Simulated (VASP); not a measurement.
Hf3Ta2F: relaxation of cell and atoms with PBE

Hf3Ta2F:

```
Hf Ta F
1.0
     4.00753    0.00000    0.00000
    -2.00376    3.47062    0.00000
     0.00000    0.00000    8.93035
Hf Ta F
3 2 1
Direct
  0.00000 0.00000 0.00000
  0.33333 0.66667 0.50000
  0.33333 0.66667 0.00000
  0.66667 0.33333 0.75227
  0.66667 0.33333 0.24773
  0.00000 0.00000 0.50000
```

The cell was built from a structure type or drawn by symmetry, and may not be a known phase.

| Item | Value |
| --- | --- |
| Program | VASP 6.6.1 |
| Task | relaxation of cell and atoms |
| Functional | PBE |
| Potentials or basis | VASP PAW PBE potentials, release 64 (Hf_pv, Ta_pv, F) |
| Cutoff | 600 eV |
| k mesh | 6 × 6 × 2 |
| Occupations | gaussian, width 0.1 eV |
| Spin | no spin polarisation |
| Dipole correction | no |
| Further INCAR settings | ALGO = Normal; EDIFF = 1e-06; IBRION = 2; EDIFFG = -0.04; NSW = 90; ISIF = 3 |

```
Relaxed volume                        : 19.41 Å³/atom
Relaxed cell                          : a = 4.834 Å, b = 4.834 Å, c = 5.753 Å, α = 90.00°, β = 90.00°, γ = 120.00°
Space group after relaxing (to 0.1 Å) : P-6m2 (No. 187)
Energy gained by relaxing             : 924.6 meV/atom
Ionic steps                           : 12
Pressure after relaxing               : -0.3 GPa
Largest force after relaxing          : 0.039 eV/Å
Band gap on the k mesh                : zero (an odd number of electrons rules out a gap without spin polarisation)
```

Forces in eV/Å, atoms in the order of the input:
```
Hf   0.000  0.000  0.000
Hf   0.000  0.000  0.000
Hf   0.000  0.000  0.000
Ta   0.000  0.000 -0.039
Ta   0.000  0.000  0.039
F    0.000  0.000  0.000
```

Step by step:
```csv
step,energy change (eV),largest force (eV/Å),pressure (GPa),volume (Å³)
1,0.0000,2.2457,0.07,124.21
2,-2.4864,0.4834,-1.45,122.99
3,-3.3393,0.3572,-0.03,120.93
4,-5.1614,1.8642,7.27,113.54
5,-4.7751,0.1072,-11.88,133.17
6,-5.4000,0.9402,-1.57,120.60
7,-5.4005,0.9800,-1.22,120.27
8,-5.4892,0.3882,-0.73,118.01
9,-5.5216,0.0144,0.18,116.11
10,-5.5448,0.2286,0.30,115.67
11,-5.5458,0.1761,0.25,115.75
12,-5.5479,0.0389,-0.29,116.45
```

Final structure:
```yaml
crystal:
  lattice:
    - [4.83440, 0.00000, 0.00000]
    - [-2.41720, 4.18671, 0.00000]
    - [0.00000, 0.00000, 5.75315]
  atoms:
    - { symbol: Hf, position: [0.00000, 0.00000, 0.00000] }
    - { symbol: Hf, position: [0.33333, 0.66667, 0.50000] }
    - { symbol: Hf, position: [0.33333, 0.66667, 0.00000] }
    - { symbol: Ta, position: [0.66667, 0.33333, 0.76603] }
    - { symbol: Ta, position: [0.66667, 0.33333, 0.23397] }
    - { symbol: F, position: [0.00000, 0.00000, 0.50000] }
```

Levels at points of the mesh, in eV from the Fermi level:
```csv
k point,band 26,band 27,band 28,band 29,band 30,band 31,band 32,band 33
"(0.00, 0.00, 0.00)",-1.82,-0.92,-0.43,-0.43,0.38,0.58,0.58,1.82
"(0.50, 0.00, 0.00)",-1.60,-1.04,-0.39,0.26,0.37,0.46,0.46,0.82
"(0.00, 0.00, 0.50)",-1.23,-1.23,-0.73,-0.44,0.08,0.08,2.01,2.01
"(0.50, 0.00, 0.50)",-0.70,-0.60,-0.46,-0.21,-0.07,0.30,0.44,0.68
```

Run time: 8.1 min on 1 thread of Intel(R) Xeon(R) Platinum 8488C (Sapphire Rapids), on a shared host, peak memory 0.32 GiB.

Caveat: a cell axis changed by over 15 % at a fixed basis, so the end point is rough; spin-orbit coupling is left out, which moves the levels of the heavy elements; an odd number of electrons without spin polarisation forces a metal; a magnetic or distorted state may lie lower.
